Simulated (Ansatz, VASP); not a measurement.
LiF in VASP and in Ansatz

Contents of INCAR:

```
SYSTEM = LiF
ALGO = Normal
EDIFF = 1E-6
ENCUT = 520
GGA = CA
ISIF = 2
ISMEAR = 0
LASPH = .TRUE.
LCHARG = .FALSE.
LREAL = .FALSE.
LWAVE = .FALSE.
NBANDS = 12
NELM = 100
PREC = Accurate
SIGMA = 0.05
```

KPOINTS

```
k-points
0
G
  10 10 10
  0 0 0
```

Contents of POSCAR:

```
LiF
1.0
    2.4315563500      0.0000000000      0.0000000000
    0.0000000000      2.4315563500      0.0000000000
    0.0000000000      0.0000000000      2.4315563500
Li F
1 1
Direct
    0.0000000000      0.0000000000      0.0000000000
    0.5000000000      0.5000000000      0.5000000000
```

Input for Ansatz:

```yaml
crystal:
  lattice:
    - [2.43155635, 0.0, 0.0]
    - [0.0, 2.43155635, 0.0]
    - [0.0, 0.0, 2.43155635]
  atoms:
    - { symbol: Li, position: [0.0, 0.0, 0.0] }
    - { symbol: F, position: [0.5, 0.5, 0.5] }
basis:
  ecutwfc: 420
kpoints:
  mp_grid: { grid: [10, 10, 10] }
hamiltonian:
  xc: lda
scf:
  occupations: { method: gaussian, width: 0.05 }
output:
  forces: true
  stress: true
  eigenvalues: true
```

Change from the starting cell: strain -0.050 along x and y, -0.050 along z, atoms carried along.

Alike in both runs: task single point; functional LDA; k mesh 10 × 10 × 10; occupations gaussian, width 0.05 eV; no spin polarisation.

|  | VASP | Ansatz |
| --- | --- | --- |
| version | VASP 6.6.1 | Ansatz 0.2.0 |
| potentials or method | VASP PAW LDA potentials, release 64 (Li_sv, F), cutoff 520 eV | scalar-relativistic, plane waves, PAW |
| valence electrons in the cell | 10 | 10 |

|  | VASP | Ansatz | Ansatz less VASP |
| --- | --- | --- | --- |
| gap on the k mesh at the Fermi level (eV) | 8.71 | 8.71 | +0.004 |
| least direct gap on the mesh (eV) | 9.57 | 9.57 | 0.000 |

LDA's correlation is that of Perdew and Zunger in VASP and of Perdew and Wang (1992) in Ansatz.

Noted on VASP's run: the cutoff is short for stress, so the pressure is rough.
